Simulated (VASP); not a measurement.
# Al2GaAs3 (I-4m2) in VASP: notebook

Al2GaAs3 is run at these levels: PBE; tasks: single point, relaxation of cell and atoms.

Program: VASP 6.6.1. These are calculated values, not measurements. Logs are shortened: lines on timing, memory, paths and dates and some standing lists are left out, and cuts for length are marked.

### Step 1. The cell of the first run

Symmetry: I-4m2, No. 119, tetragonal system. Conventional cell: a = 3.854 Å, b = 3.854 Å, c = 16.350 Å, α = 90.00°, β = 90.00°, γ = 90.00°. Al (site symmetry 2mm) has 4 As at 2.36 Å within 3.1 Å. Within 3.1 Å of Ga (site symmetry -4m2) lie 4 As at 2.36 Å. Within 3.1 Å of As (site symmetry 2mm) lie 2 Ga at 2.36 Å and 2 Al at 2.36 Å. As (site symmetry -4m2) has 4 Al at 2.36 Å within 3.1 Å.

### Step 2. Single point, PBE

The input, INCAR:

```
SYSTEM = Al2GaAs3
PREC     = Accurate       ! precision mode
ENCUT    = 520            ! plane-wave cutoff, eV
EDIFF    = 1E-6           ! SCF threshold, eV
ISMEAR   = 0              ! smearing method
SIGMA    = 0.1            ! smearing width, eV
LREAL    = .False.        ! projectors in reciprocal space
LASPH    = .True.         ! aspherical terms in the spheres
NELM     = 80             ! most SCF steps
ALGO     = Normal         ! electronic algorithm
ISIF     = 2              ! what is computed and relaxed
LWAVE    = .False.        ! write WAVECAR
LCHARG   = .True.         ! write CHGCAR
GGA      = PE             ! functional
LELF     = .True.         ! ELF
LVHAR    = .True.       
NBANDS   = 26             ! bands
```

The input, KPOINTS:

```
regular mesh
0
Gamma
  6 6 6
  0 0 0
```

The input, POSCAR:

```
Al2GaAs3
1.0
   -1.9268134300      1.9268134300      8.1747770700
    1.9268134300     -1.9268134300      8.1747770700
    1.9268134300      1.9268134300     -8.1747770700
Al Ga As
2 1 3
Direct
    0.8333333300      0.8333333300      0.0000000000
    0.1666666700      0.1666666700      0.0000000000
    0.5000000000      0.5000000000      0.0000000000
    0.4166666700      0.9166666700      0.5000000000
    0.0833333300      0.5833333300      0.5000000000
    0.7500000000      0.2500000000      0.5000000000
```

Potentials or basis: VASP PAW PBE potentials, release 64 (Al, Ga_d, As).

On the command line:

```console
$ cat potpaw_PBE.64/Al/POTCAR potpaw_PBE.64/Ga_d/POTCAR potpaw_PBE.64/As/POTCAR > POTCAR
$ mpirun -np 1 vasp_std > vasp.out
```

OUTCAR:

```text
SYSTEM = Al2GaAs3
   PREC = Accurate
   ENCUT = 520
   EDIFF = 1E-6
   ISMEAR = 0
   LREAL = .False.
   LASPH = .True.
   NELM = 80
   ISIF = 2
   GGA = PE

 ion  position               nearest neighbor table
   1  0.833  0.833  0.000-   6 2.36   6 2.36   4 2.36   4 2.36
   2  0.167  0.167  0.000-   6 2.36   6 2.36   5 2.36   5 2.36
   3  0.500  0.500  0.000-   5 2.36   4 2.36   5 2.36   4 2.36
   4  0.417  0.917  0.500-   3 2.36   3 2.36   1 2.36   1 2.36
   5  0.083  0.583  0.500-   3 2.36   3 2.36   2 2.36   2 2.36
   6  0.750  0.250  0.500-   1 2.36   2 2.36   1 2.36   2 2.36

  LATTYP: Found a body centered tetragonal cell.
 ALAT       =     3.8536268600
 C/A-ratio  =     4.2426406951

  Lattice vectors:

 A1 = (  -1.9268134300,   1.9268134300,   8.1747770700)
 A2 = (   1.9268134300,  -1.9268134300,   8.1747770700)
 A3 = (   1.9268134300,   1.9268134300,  -8.1747770700)

Analysis of symmetry for initial positions (statically):
=====================================================================
 Subroutine PRICEL returns:
 Original cell was already a primitive cell.

 Routine SETGRP: Setting up the symmetry group for a
 body centered tetragonal supercell.

 Subroutine GETGRP returns: Found  8 space group operations
 (whereof  8 operations were pure point group operations)
 out of a pool of 16 trial point group operations.

The static configuration has the point symmetry D_2d.

Analysis of symmetry for dynamics (positions and initial velocities):
=====================================================================
 Subroutine PRICEL returns:
 Original cell was already a primitive cell.

 Routine SETGRP: Setting up the symmetry group for a
 body centered tetragonal supercell.

 Subroutine GETGRP returns: Found  8 space group operations
 (whereof  8 operations were pure point group operations)
 out of a pool of 16 trial point group operations.

The dynamic configuration has the point symmetry D_2d.

 Subroutine INISYM returns: Found  8 space group operations
 (whereof  8 operations are pure point group operations),
 and found     1 'primitive' translations

----------------------------------------------------------------------------------------

                                     Primitive cell

  volume of cell :     121.3990

  direct lattice vectors                    reciprocal lattice vectors
    -1.926813430  1.926813430  8.174777070     0.000000000  0.259495804  0.061163747
     1.926813430 -1.926813430  8.174777070     0.259495804  0.000000000  0.061163747
     1.926813430  1.926813430 -8.174777070     0.259495804  0.259495804  0.000000000

  length of vectors
     8.616971633  8.616971633  8.616971633     0.266606595  0.266606595  0.366982485

  position of ions in fractional coordinates (direct lattice)
     0.833333330  0.833333330  0.000000000
     0.166666670  0.166666670  0.000000000
     0.500000000  0.500000000  0.000000000
     0.416666670  0.916666670  0.500000000
     0.083333330  0.583333330  0.500000000
     0.750000000  0.250000000  0.500000000

  ion indices of the primitive-cell ions
   primitive index   ion index
                 1           1
                 2           2
                 3           3
                 4           4
                 5           5
                 6           6

----------------------------------------------------------------------------------------

 KPOINTS: regular mesh

Automatic generation of k-mesh.
 Grid dimensions read from file:
 generate k-points for:    6    6    6

 Generating k-lattice:

  Cartesian coordinates                     Fractional coordinates (reciprocal lattice)
     0.000000000  0.043249301  0.010193958     0.166666667  0.000000000  0.000000000
     0.043249301  0.000000000  0.010193958     0.000000000  0.166666667  0.000000000
     0.043249301  0.043249301  0.000000000     0.000000000  0.000000000  0.166666667

  Length of vectors
     0.044434432  0.044434432  0.061163748

  Shift w.r.t. Gamma in fractional coordinates (k-lattice)
     0.000000000  0.000000000  0.000000000

 Subroutine IBZKPT returns following result:
 ===========================================

 Found     30 irreducible k-points:

 Following reciprocal coordinates:
            Coordinates               Weight
  0.000000  0.000000  0.000000      1.000000
  0.166667 -0.000000  0.000000      8.000000
  0.333333  0.000000 -0.000000      8.000000
  0.500000  0.000000  0.000000      4.000000
  0.166667  0.166667  0.000000      8.000000
  0.333333  0.166667 -0.000000     16.000000
[... 16 lines left out ...]
 -0.333333 -0.333333  0.166667      8.000000
 -0.166667 -0.333333  0.166667      8.000000
 [... further k-points ...]
   k-points           NKPTS =     30   k-points in BZ     NKDIM =     30   number of bands    NBANDS=     26
   number of dos      NEDOS =    301   number of ions     NIONS =      6
   total plane-waves  NPLWV = 262144
   dimension x,y,z NGX =    64 NGY =   64 NGZ =   64
   dimension x,y,z NGXF=   128 NGYF=  128 NGZF=  128
   ions per type =               2   1   3
   NGX,Y,Z   is equivalent  to a cutoff of  12.35, 12.35, 12.35 a.u.
   NGXF,Y,Z  is equivalent  to a cutoff of  24.69, 24.69, 24.69 a.u.
 SYSTEM =  Al2GaAs3
   PREC   = accura    normal or accurate (medium, high low for compatibility)
   ISTART =      0    job   : 0-new  1-cont  2-samecut
   ICHARG =      2    charge: 1-file 2-atom 10-const
   ISPIN  =      1    spin polarized calculation?
   LNONCOLLINEAR =      F non collinear calculations
   LSORBIT =      F    spin-orbit coupling
   LASPH  =      T    aspherical Exc in radial PAW
   ENCUT  =  520.0 eV  38.22 Ry    6.18 a.u.  16.02 16.02 16.02*2*pi/ulx,y,z
   NELM   =     80;   NELMIN=  2; NELMDL= -5     # of ELM steps
   EDIFF  = 0.1E-05   stopping-criterion for ELM
   LREAL  =      F    real-space projection
   EDIFFG = 0.1E-04   stopping-criterion for IOM
   NSW    =      0    number of steps for IOM
   IBRION =     -1    ionic relax: 0-MD 1-quasi-New 2-CG
   NFREE  =      0    steps in history (QN), initial steepest desc. (CG)
   ISIF   =      2    stress and relaxation
   ISYM   =      2    0-nonsym 1-usesym 2-fastsym
   POTIM  = 0.5000    time-step for ionic-motion
   TEBEG  =    0.0;   TEEND  =   0.0 temperature during run
   PSTRESS=    0.0 pullay stress
   NELECT =      34.0000    total number of electrons
   NUPDOWN=      -1.0000    fix difference up-down
   EMIN   =  10.00;   EMAX   =-10.00  energy-range for DOS
   EFERMI =   0.00;   METHOD = LEGACY
   ISMEAR =     0;   SIGMA  =   0.10  broadening in eV -4-tet -1-fermi 0-gaus
   EFERMI_NEDOS =   21; number of points for ismear=-14 and -15
   IALGO  =     38    algorithm
   IMIX   =      4    mixing-type and parameters
     AMIX     =   0.40;   BMIX     =  1.00
     AMIX_MAG =   1.60;   BMIX_MAG =  1.00
  volume/ion in A,a.u.               =      20.23       136.54
  Fermi-wavevector in a.u.,A,eV,Ry     =   1.071098  2.024083 15.609310  1.147252
  Thomas-Fermi vector in A             =   2.206829
   LORBIT       =      0    0 simple, 1 ext, 2 COOP (PROOUT), +10 PAW based schemes
   GGA     = PE    functional components
   LHFCALC =     F    Hartree Fock is set to
   AEXX    =    0.0000 exact exchange contribution
   IVDW    =     0    specifies the selected vdW correction
   LEPSILON=     F    determine dielectric tensor
   LRPA    =     F    only Hartree local field effects (RPA)
 non-spin polarized calculation
 Gauss-broadening in eV      SIGMA  =   0.10
  energy-cutoff  :      520.00
  volume of cell :      121.40
 maximum number of plane-waves:      3304
   NGX = 31   NGY = 31   NGZ = 31

 number of electron      34.0000006 magnetization

 Free energy of the ion-electron system (eV)
  ---------------------------------------------------
  ext. energy  EPLUGINS =         0.00000000
  ---------------------------------------------------
  free energy    TOTEN  =       -26.23718996 eV

  energy without entropy =      -26.23718996  energy(sigma->0) =      -26.23718996

 E-fermi :   5.4355     XC(G=0):  -9.6929

 val. band max:        4.9583564237   @ k =   0.0000   0.0000   0.0000
 cond. band min:       6.1516529477   @ k =   0.5000   0.5000   0.0000
 fundamental gap:      1.1932965240
 Fermi energy:         5.4354699418

 k-point     1 :       0.0000    0.0000    0.0000
  band No.  band energies     occupation
      1      -9.8467      2.00000
      2      -9.7292      2.00000
      3      -9.7292      2.00000
      4      -9.6745      2.00000
      5      -9.6421      2.00000
      6      -7.9577      2.00000
[... 18 lines left out ...]
     25       9.1840      0.00000
     26      13.4343      0.00000

 k-point     2 :       0.1667   -0.0000    0.0000
  band No.  band energies     occupation
      1      -9.8394      2.00000
      2      -9.7461      2.00000
      3      -9.7284      2.00000
      4      -9.6702      2.00000
      5      -9.6457      2.00000
      6      -7.7205      2.00000
[... 18 lines left out ...]
     25      10.2461      0.00000
     26      11.4083      0.00000

 k-point     3 :       0.3333    0.0000   -0.0000
  band No.  band energies     occupation
      1      -9.8283      2.00000
      2      -9.7735      2.00000
      3      -9.7268      2.00000
      4      -9.6617      2.00000
      5      -9.6527      2.00000
      6      -7.0655      2.00000
[... 572 lines left out ...]
 k-point    23 :      -0.3333   -0.3333    0.1667
  band No.  band energies     occupation
      1      -9.8332      2.00000
      2      -9.7556      2.00000
      3      -9.7298      2.00000
      4      -9.6670      2.00000
      5      -9.6496      2.00000
      6      -7.3427      2.00000
[... 18 lines left out ...]
     25      10.7427      0.00000
     26      10.8972      0.00000

 k-point    24 :      -0.1667   -0.3333    0.1667
  band No.  band energies     occupation
      1      -9.8398      2.00000
      2      -9.7460      2.00000
      3      -9.7284      2.00000
      4      -9.6701      2.00000
      5      -9.6457      2.00000
      6      -7.6318      2.00000
[... 18 lines left out ...]
     25      10.4667      0.00000
     26      10.7515      0.00000

 [... further k-points ...]

------------------------ aborting loop because EDIFF is reached ----------------------------------------

  FORCE on cell =-STRESS in cart. coord.  units (eV):
  Direction    XX          YY          ZZ          XY          YZ          ZX
  --------------------------------------------------------------------------------------
  -------------------------------------------------------------------------------------
  Total       10.8239925     10.8239925     10.6455491      0.0000000      0.0000000      0.0000000
  in kB      142.8508491    142.8508491    140.4958218      0.0000000      0.0000000      0.0000000
  external PRESSURE =     142.0658400 kB  Pullay stress =       0.0000000 kB

 VOLUME and BASIS-vectors are now :
 -----------------------------------------------------------------------------
  energy-cutoff  :      520.00
  volume of cell :      121.40
      direct lattice vectors                 reciprocal lattice vectors
    -1.926813430  1.926813430  8.174777070     0.000000000  0.259495804  0.061163747
     1.926813430 -1.926813430  8.174777070     0.259495804  0.000000000  0.061163747
     1.926813430  1.926813430 -8.174777070     0.259495804  0.259495804  0.000000000

 POSITION                                       TOTAL-FORCE (eV/Angst)
 -----------------------------------------------------------------------------------
      0.00000      0.00000     13.62463        -0.000000      0.000000      0.028320
      0.00000      0.00000      2.72493        -0.000000      0.000000     -0.028320
      0.00000      0.00000      8.17478        -0.000000      0.000000     -0.000000
      1.92681      0.00000      6.81231         0.000000     -0.000000     -0.098066
      1.92681      0.00000      1.36246         0.000000     -0.000000      0.098066
      0.00000      1.92681      4.08739        -0.000000      0.000000     -0.000000
 -----------------------------------------------------------------------------------
    total drift:                                0.000001     -0.000001      0.000000

  FREE ENERGIE OF THE ION-ELECTRON SYSTEM (eV)
  ---------------------------------------------------
  free  energy   TOTEN  =       -26.2371899616 eV

  energy  without entropy=      -26.2371899616  energy(sigma->0) =      -26.23718996
```

Run time: 11 min. Hardware: 1 thread of Intel Xeon 8259CL, shared host; peak memory 0.62 GiB.

What came out:

| Quantity | Value |
| --- | --- |
| Free energy | -26.2372 eV |
| Pressure | 14.2 GPa |
| Largest force | 0.098 eV/Å |
| Band gap on the k mesh | 1.19 eV (least direct gap 1.50 eV) |

Forces on the atoms (eV/Å):
```
Al   0.000  0.000  0.028
Al   0.000  0.000 -0.028
Ga   0.000  0.000  0.000
As   0.000  0.000 -0.098
As   0.000  0.000  0.098
As   0.000  0.000  0.000
```

Caveat: the cell stands under pressure.

[end of part 1 of 2]
